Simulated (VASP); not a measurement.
The system is MgH2.

```
CELL_PARAMETERS angstrom
4.48488 0.00000 0.00000
0.00000 4.48488 0.00000
0.00000 0.00000 2.99648
ATOMIC_POSITIONS crystal
Mg 0.00000 0.00000 0.00000
Mg 0.50000 0.50000 0.50000
H 0.30468 0.30468 0.00000
H 0.19532 0.80468 0.50000
H 0.80468 0.19532 0.50000
H 0.69532 0.69532 0.00000
```

Base run:

| Property | Result |
| --- | --- |
| Program | VASP 6.6.1 |
| Functional | r2SCAN |
| Potentials or basis | VASP PAW PBE potentials, release 64 (Mg, H) |
| Cutoff | 520 eV |
| k mesh | 6 × 6 × 8 |
| Occupations | gaussian, width 0.01 eV |
| Spin | no spin polarisation |

Its results: band gap on the k mesh 4.46 eV (least direct gap 5.25 eV); pressure -0.4 GPa.

**Question.** The run is repeated on the same cell with these changes: functional from r2SCAN to HSE06; k mesh from 6 × 6 × 8 to 4 × 4 × 4. What comes out?

**Answer.** Band gap on the k mesh 5.04 eV (least direct gap 5.87 eV); pressure -0.2 GPa.

Several settings changed at once.

Caveats: some runs use coarse meshes; the structure was generated, so it needn't be the stable form of MgH2; the PAW data sets were made with another functional, which shifts forces and pressure a little.

A k mesh can miss the band edges.
